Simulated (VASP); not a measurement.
# TaAl2N3 (P6/mmm) in VASP: notebook

TaAl2N3 is run at these levels: PBE; tasks: single point.

Program: VASP 6.6.1. These are calculated values, not measurements. Logs are shortened: lines on timing, memory, paths and dates and some standing lists are left out, and cuts for length are marked.

## (1) The cell of the first run

The structure is hexagonal, space group P6/mmm (No. 191). The conventional cell has a = 5.002 Å, b = 5.002 Å, c = 2.742 Å, α = 90.00°, β = 90.00°, γ = 120.00°. Within 3.3 Å of Ta (site symmetry 6/mmm) lie 6 N at 2.50 Å and 2 Ta at 2.74 Å and 12 Al at 3.20 Å. Within 2.6 Å of Al (site symmetry -6m2) lie 6 N at 1.99 Å. Within 2.6 Å of N (site symmetry mmm) lie 4 Al at 1.99 Å and 2 Ta at 2.50 Å and 4 N at 2.50 Å.

## (2) Single point, PBE

INCAR

```
PREC = Accurate
ENCUT = 520
EDIFF = 1E-6
ISMEAR = 0
SIGMA = 0.1
LREAL = F
LASPH = T
NELM = 100
ALGO = Normal
ISIF = 2
LWAVE = F
LCHARG = F
GGA = PE
NBANDS = 25
```

KPOINTS

```
Automatic mesh
0
Gamma
  6 6 6
```

POSCAR

```
TaAl2N3
1.0
    5.0019792304     -0.0000000026      0.0000000000
   -2.5009896129      4.3318410841      0.0000000000
    0.0000000000      0.0000000000      2.7424792729
Ta Al N
1 2 3
Direct
    0.0000000000      0.0000000000      0.0000000000
    0.3333333333      0.6666666667      0.5000000000
    0.6666666667      0.3333333333      0.5000000000
    0.5000000000      0.0000000000      0.0000000000
    0.5000000000      0.5000000000      0.0000000000
    0.0000000000      0.5000000000      0.0000000000
```

Potentials or basis: VASP PAW PBE potentials, release 64 (Ta_pv, Al, N).

The run is started by

```bash
> cat potpaw_PBE.64/Ta_pv/POTCAR potpaw_PBE.64/Al/POTCAR potpaw_PBE.64/N/POTCAR > POTCAR
> mpirun -np 1 vasp_std > vasp.out
```

OUTCAR:

```text
PREC = Accurate
   ENCUT = 520
   EDIFF = 1E-6
   ISMEAR = 0
   LREAL = F
   LASPH = T
   NELM = 100
   ISIF = 2
   GGA = PE

 ion  position               nearest neighbor table
   1  0.000  0.000  0.000-   4 2.50   4 2.50   6 2.50   6 2.50   5 2.50   5 2.50   3 3.20   3 3.20
                             2 3.20   2 3.20   2 3.20   3 3.20   2 3.20   3 3.20   2 3.20   3 3.20
   2  0.333  0.667  0.500-   6 1.99   6 1.99   4 1.99   4 1.99   5 1.99   5 1.99   3 2.89   3 2.89
                             3 2.89   1 3.20   1 3.20   1 3.20   1 3.20   1 3.20   1 3.20
   3  0.667  0.333  0.500-   6 1.99   6 1.99   4 1.99   4 1.99   5 1.99   5 1.99   2 2.89   2 2.89
                             2 2.89   1 3.20   1 3.20   1 3.20   1 3.20   1 3.20   1 3.20
   4  0.500  0.000  0.000-   2 1.99   3 1.99   2 1.99   3 1.99   1 2.50   1 2.50
   5  0.500  0.500  0.000-   2 1.99   3 1.99   2 1.99   3 1.99   1 2.50   1 2.50
   6  0.000  0.500  0.000-   2 1.99   3 1.99   2 1.99   3 1.99   1 2.50   1 2.50

  LATTYP: Found a hexagonal cell.
 ALAT       =     5.0019792304
 C/A-ratio  =     0.5482788206

  Lattice vectors:

 A1 = (   5.0019792304,  -0.0000000026,   0.0000000000)
 A2 = (  -2.5009896129,   4.3318410841,   0.0000000000)
 A3 = (   0.0000000000,   0.0000000000,   2.7424792729)

Analysis of symmetry for initial positions (statically):
=====================================================================
 Subroutine PRICEL returns:
 Original cell was already a primitive cell.

 Routine SETGRP: Setting up the symmetry group for a
 hexagonal supercell.

 Subroutine GETGRP returns: Found 24 space group operations
 (whereof 24 operations were pure point group operations)
 out of a pool of 24 trial point group operations.

The static configuration has the point symmetry D_6h.

Analysis of symmetry for dynamics (positions and initial velocities):
=====================================================================
 Subroutine PRICEL returns:
 Original cell was already a primitive cell.

 Routine SETGRP: Setting up the symmetry group for a
 hexagonal supercell.

 Subroutine GETGRP returns: Found 24 space group operations
 (whereof 24 operations were pure point group operations)
 out of a pool of 24 trial point group operations.

The dynamic configuration has the point symmetry D_6h.

 Subroutine INISYM returns: Found 24 space group operations
 (whereof 24 operations are pure point group operations),
 and found     1 'primitive' translations

----------------------------------------------------------------------------------------

                                     Primitive cell

  volume of cell :      59.4234

  direct lattice vectors                    reciprocal lattice vectors
     5.001979230 -0.000000003  0.000000000     0.199920862  0.115424363  0.000000000
    -2.500989613  4.331841084  0.000000000     0.000000000  0.230848727  0.000000000
     0.000000000  0.000000000  2.742479273     0.000000000  0.000000000  0.364633567

  length of vectors
     5.001979230  5.001979230  2.742479273     0.230848727  0.230848727  0.364633567

  position of ions in fractional coordinates (direct lattice)
     0.000000000  0.000000000  0.000000000
     0.333333333  0.666666667  0.500000000
     0.666666667  0.333333333  0.500000000
     0.500000000  0.000000000  0.000000000
     0.500000000  0.500000000  0.000000000
     0.000000000  0.500000000  0.000000000

  ion indices of the primitive-cell ions
   primitive index   ion index
                 1           1
                 2           2
                 3           3
                 4           4
                 5           5
                 6           6

----------------------------------------------------------------------------------------

 KPOINTS: Automatic mesh

Automatic generation of k-mesh.
 Grid dimensions read from file:
 generate k-points for:    6    6    6

 Generating k-lattice:

  Cartesian coordinates                     Fractional coordinates (reciprocal lattice)
     0.033320144  0.019237394  0.000000000     0.166666667  0.000000000  0.000000000
     0.000000000  0.038474788  0.000000000     0.000000000  0.166666667  0.000000000
     0.000000000  0.000000000  0.060772261     0.000000000  0.000000000  0.166666667

  Length of vectors
     0.038474788  0.038474788  0.060772261

  Shift w.r.t. Gamma in fractional coordinates (k-lattice)
     0.000000000  0.000000000  0.000000000

 Subroutine IBZKPT returns following result:
 ===========================================

 Found     28 irreducible k-points:

 Following reciprocal coordinates:
            Coordinates               Weight
  0.000000  0.000000  0.000000      1.000000
  0.166667  0.000000  0.000000      6.000000
  0.333333  0.000000  0.000000      6.000000
  0.500000  0.000000  0.000000      3.000000
  0.166667  0.166667  0.000000      6.000000
  0.333333  0.166667  0.000000     12.000000
[... 16 lines left out ...]
  0.166667  0.000000  0.500000      6.000000
  0.333333  0.000000  0.500000      6.000000
 [... further k-points ...]
   k-points           NKPTS =     28   k-points in BZ     NKDIM =     28   number of bands    NBANDS=     25
   number of dos      NEDOS =    301   number of ions     NIONS =      6
   total plane-waves  NPLWV =  32000
   dimension x,y,z NGX =    40 NGY =   40 NGZ =   20
   dimension x,y,z NGXF=    80 NGYF=   80 NGZF=   40
   ions per type =               1   2   3
   NGX,Y,Z   is equivalent  to a cutoff of  13.29, 13.29, 12.12 a.u.
   NGXF,Y,Z  is equivalent  to a cutoff of  26.59, 26.59, 24.25 a.u.
 SYSTEM =  unknown system
   PREC   = accura    normal or accurate (medium, high low for compatibility)
   ISTART =      0    job   : 0-new  1-cont  2-samecut
   ICHARG =      2    charge: 1-file 2-atom 10-const
   ISPIN  =      1    spin polarized calculation?
   LNONCOLLINEAR =      F non collinear calculations
   LSORBIT =      F    spin-orbit coupling
   LASPH  =      T    aspherical Exc in radial PAW
   ENCUT  =  520.0 eV  38.22 Ry    6.18 a.u.   9.30  9.30  5.10*2*pi/ulx,y,z
   NELM   =    100;   NELMIN=  2; NELMDL= -5     # of ELM steps
   EDIFF  = 0.1E-05   stopping-criterion for ELM
   LREAL  =      F    real-space projection
   EDIFFG = 0.1E-04   stopping-criterion for IOM
   NSW    =      0    number of steps for IOM
   IBRION =     -1    ionic relax: 0-MD 1-quasi-New 2-CG
   NFREE  =      0    steps in history (QN), initial steepest desc. (CG)
   ISIF   =      2    stress and relaxation
   ISYM   =      2    0-nonsym 1-usesym 2-fastsym
   POTIM  = 0.5000    time-step for ionic-motion
   TEBEG  =    0.0;   TEEND  =   0.0 temperature during run
   PSTRESS=    0.0 pullay stress
   NELECT =      32.0000    total number of electrons
   NUPDOWN=      -1.0000    fix difference up-down
   EMIN   =  10.00;   EMAX   =-10.00  energy-range for DOS
   EFERMI =   0.00;   METHOD = LEGACY
   ISMEAR =     0;   SIGMA  =   0.10  broadening in eV -4-tet -1-fermi 0-gaus
   EFERMI_NEDOS =   21; number of points for ismear=-14 and -15
   IALGO  =     38    algorithm
   IMIX   =      4    mixing-type and parameters
     AMIX     =   0.40;   BMIX     =  1.00
     AMIX_MAG =   1.60;   BMIX_MAG =  1.00
  volume/ion in A,a.u.               =       9.90        66.83
  Fermi-wavevector in a.u.,A,eV,Ry     =   1.331902  2.516930 24.136228  1.773963
  Thomas-Fermi vector in A             =   2.460878
   LORBIT       =      0    0 simple, 1 ext, 2 COOP (PROOUT), +10 PAW based schemes
   GGA     = PE    functional components
   LHFCALC =     F    Hartree Fock is set to
   AEXX    =    0.0000 exact exchange contribution
   IVDW    =     0    specifies the selected vdW correction
   LEPSILON=     F    determine dielectric tensor
   LRPA    =     F    only Hartree local field effects (RPA)
 non-spin polarized calculation
 Gauss-broadening in eV      SIGMA  =   0.10
  energy-cutoff  :      520.00
  volume of cell :       59.42
 maximum number of plane-waves:      1630
 NGX is ok and might be reduce to    40
   NGX = 19   NGY = 19   NGZ = 11

 number of electron      32.0000003 magnetization

 Free energy of the ion-electron system (eV)
  ---------------------------------------------------
  ext. energy  EPLUGINS =         0.00000000
  ---------------------------------------------------
  free energy    TOTEN  =       -45.72068741 eV

  energy without entropy =      -45.70534922  energy(sigma->0) =      -45.71301831

 E-fermi :   8.5006     XC(G=0): -12.2801

 val. band max:        8.4957559693   @ k =   0.1667   0.0000   0.1667
 cond. band min:       8.5014700234   @ k =   0.3333   0.3333   0.3333
 fundamental gap:      0.0057140542
 Fermi energy:         8.5006288802

 k-point     1 :       0.0000    0.0000    0.0000
  band No.  band energies     occupation
      1     -26.7432      2.00000
      2     -26.7432      2.00000
      3     -25.8420      2.00000
      4      -9.1229      2.00000
      5      -5.7394      2.00000
      6      -5.7394      2.00000
[... 17 lines left out ...]
     24      16.5774      0.00000
     25      17.2324      0.00000

 k-point     2 :       0.1667    0.0000    0.0000
  band No.  band energies     occupation
      1     -26.7448      2.00000
      2     -26.7436      2.00000
      3     -25.8420      2.00000
      4      -8.9569      2.00000
      5      -6.0787      2.00000
      6      -5.7150      2.00000
[... 17 lines left out ...]
     24      16.1555      0.00000
     25      17.6626      0.00000

 k-point     3 :       0.3333    0.0000    0.0000
  band No.  band energies     occupation
      1     -26.7479      2.00000
      2     -26.7444      2.00000
      3     -25.8419      2.00000
      4      -8.5010      2.00000
      5      -6.8076      2.00000
      6      -5.6654      2.00000
[... 552 lines left out ...]
 k-point    23 :       0.1667    0.0000    0.5000
  band No.  band energies     occupation
      1     -26.9494      2.00000
      2     -26.6163      2.00000
      3     -26.6155      2.00000
      4      -7.1515      2.00000
      5      -4.6679      2.00000
      6      -4.3683      2.00000
[... 17 lines left out ...]
     24      16.8604      0.00000
     25      18.9732      0.00000

 k-point    24 :       0.3333    0.0000    0.5000
  band No.  band energies     occupation
      1     -26.9491      2.00000
      2     -26.6185      2.00000
      3     -26.6161      2.00000
      4      -6.7465      2.00000
      5      -5.2745      2.00000
      6      -4.3110      2.00000
[... 17 lines left out ...]
     24      16.6212      0.00000
     25      18.6227      0.00000

 [... further k-points ...]
[... 5 lines left out ...]
  --------------------------------------------------------------------------------------
  -------------------------------------------------------------------------------------
  Total       -0.0083322     -0.0083322     -0.1023375     -0.0000000     -0.0000000      0.0000000
  in kB       -0.2246536     -0.2246536     -2.7592278     -0.0000000     -0.0000000      0.0000000
  external PRESSURE =      -1.0695117 kB  Pullay stress =       0.0000000 kB

 VOLUME and BASIS-vectors are now :
 -----------------------------------------------------------------------------
  energy-cutoff  :      520.00
  volume of cell :       59.42
      direct lattice vectors                 reciprocal lattice vectors
     5.001979230 -0.000000003  0.000000000     0.199920862  0.115424363  0.000000000
    -2.500989613  4.331841084  0.000000000     0.000000000  0.230848727  0.000000000
     0.000000000  0.000000000  2.742479273     0.000000000  0.000000000  0.364633567

 POSITION                                       TOTAL-FORCE (eV/Angst)
 -----------------------------------------------------------------------------------
      0.00000      0.00000      0.00000        -0.000000     -0.000000      0.000000
      0.00000      2.88789      1.37124        -0.000000      0.000000      0.000000
      2.50099      1.44395      1.37124         0.000000     -0.000000      0.000000
      2.50099     -0.00000      0.00000        -0.000000     -0.000000      0.000000
      1.25049      2.16592      0.00000        -0.000000     -0.000000      0.000000
     -1.25049      2.16592      0.00000        -0.000000     -0.000000      0.000000
 -----------------------------------------------------------------------------------
    total drift:                               -0.000000      0.000000     -0.000000

  FREE ENERGIE OF THE ION-ELECTRON SYSTEM (eV)
  ---------------------------------------------------
  free  energy   TOTEN  =       -45.7206874069 eV

  energy  without entropy=      -45.7053492188  energy(sigma->0) =      -45.71301831
```

It took 24 s on 1 thread of Intel Xeon 6975P-C, shared host; peak memory 0.2 GiB.

Results:

```yaml
Free_energy: -45.7207 eV
Pressure: -0.1 GPa
Band_gap_on_the_k_mesh: zero (band 16 reaches 9.11 eV, above the bottom of band 17 at 7.66 eV)
```

Stress tensor (GPa, compression positive):
```
-0.02  0.00  0.00
 0.00 -0.02  0.00
 0.00  0.00 -0.28
```

Caveat: the k points lie up to 0.38 Å⁻¹ apart; spin-orbit coupling is left out, which moves the levels of the heavy elements.

## (3) Single point, PBE

This run uses another cell than the first one, of 13.14 Å³/atom, 1.327 times its volume.

INCAR

```
SYSTEM = TaAl2N3
PREC = Accurate
ENCUT = 520
EDIFF = 1E-7
ISMEAR = 0
SIGMA = 0.1
LREAL = .FALSE.
LASPH = .TRUE.
NELM = 100
ALGO = Normal
ISIF = 2
LWAVE = .FALSE.
LCHARG = .TRUE.
GGA = PE
LELF = .TRUE.
LVHAR = .TRUE.
NBANDS = 25
```

KPOINTS

```
regular mesh
0
G
  6 6 6
  0 0 0
```

POSCAR

```
TaAl2N3
1.0
    5.4573237100      0.0000000000      0.0000000000
   -2.7286618500      4.7261809700      0.0000000000
    0.0000000000      0.0000000000      3.0571946600
Ta Al N
1 2 3
Direct
    0.0000000000      0.0000000000      0.0000000000
    0.3333333300      0.6666666700      0.5000000000
    0.6666666700      0.3333333300      0.5000000000
    0.5000000000      0.0000000000      0.0000000000
    0.5000000000      0.5000000000      0.0000000000
    0.0000000000      0.5000000000      0.0000000000
```

Potentials or basis: VASP PAW PBE potentials, release 64 (Ta_pv, Al, N).

The run is started by

```bash
> cat potpaw_PBE.64/Ta_pv/POTCAR potpaw_PBE.64/Al/POTCAR potpaw_PBE.64/N/POTCAR > POTCAR
> mpirun -np 1 vasp_std > vasp.out
```

It took 49 s on 1 thread of Intel Xeon 6975P-C, shared host; peak memory 0.23 GiB.

It converged, with:

| Property | Result |
| --- | --- |
| Free energy | -42.8771 eV |
| Pressure | -35.8 GPa |
| Band gap on the k mesh | zero (band 16 reaches 6.13 eV, above the bottom of band 17 at 5.19 eV) |

Stress tensor (GPa, compression positive):
```
-30.27   0.00   0.00
  0.00 -30.27   0.00
  0.00   0.00 -46.89
```

Levels at points of the mesh, in eV from the Fermi level:
```csv
k point,band 13,band 14,band 15,band 16,band 17,band 18,band 19,band 20
"(0.00, 0.00, 0.00)",-0.74,-0.07,0.02,0.02,0.60,0.60,0.94,2.06
"(0.50, 0.00, 0.00)",-1.89,-1.29,-0.85,-0.35,0.95,2.15,2.26,2.47
"(0.00, 0.00, 0.50)",-1.74,-1.74,0.32,0.44,0.44,1.03,1.25,1.25
"(0.50, 0.00, 0.50)",-2.53,-1.65,-0.82,-0.17,0.06,1.03,1.51,3.46
```

Caveat: spin-orbit coupling is left out, which moves the levels of the heavy elements.
